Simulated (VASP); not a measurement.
Crystal: Si.

```xyz
1
Lattice="-1.5541 1.5541 1.5541 1.5541 -1.5541 1.5541 1.5541 1.5541 -1.5541" Properties=species:S:1:pos:R:3 pbc="T T T"
Si    0.0000    0.0000    0.0000
```

| Quantity | Value |
| --- | --- |
| Program | VASP 6.6.1 |
| Task | relaxation of cell and atoms |
| Functional | PBEsol |
| Potentials or basis | VASP PAW PBE potentials, release 64 (Si) |
| Cutoff | 600 eV |
| k mesh | 14 × 14 × 14 |
| Occupations | fermi-dirac, width 0.1 eV |
| Spin | no spin polarisation |

At the start: pressure -4.7 GPa; volume 15.02 Å³/atom.

Q: Where does the relaxation end?

A: Over 3 steps the energy falls by 11.5 meV/atom and the volume is 14.27 Å³/atom (-5.0 %); space group Im-3m (No. 229, to 0.05 Å).

Step by step:
| step | energy change (eV) | largest force (eV/Å) | pressure (GPa) | volume (Å³) |
| --- | --- | --- | --- | --- |
| 1 | 0.0000 | 0.0000 | -4.70 | 15.02 |
| 2 | -0.0107 | 0.0000 | 1.42 | 14.08 |
| 3 | -0.0115 | 0.0000 | 0.01 | 14.27 |

Final structure:
```
CELL_PARAMETERS angstrom
-1.52786 1.52786 1.52786
1.52786 -1.52786 1.52786
1.52786 1.52786 -1.52786
ATOMIC_POSITIONS crystal
Si 0.00000 0.00000 0.00000
```

Caveat: the PAW data sets were made with another functional, which shifts forces and pressure a little.
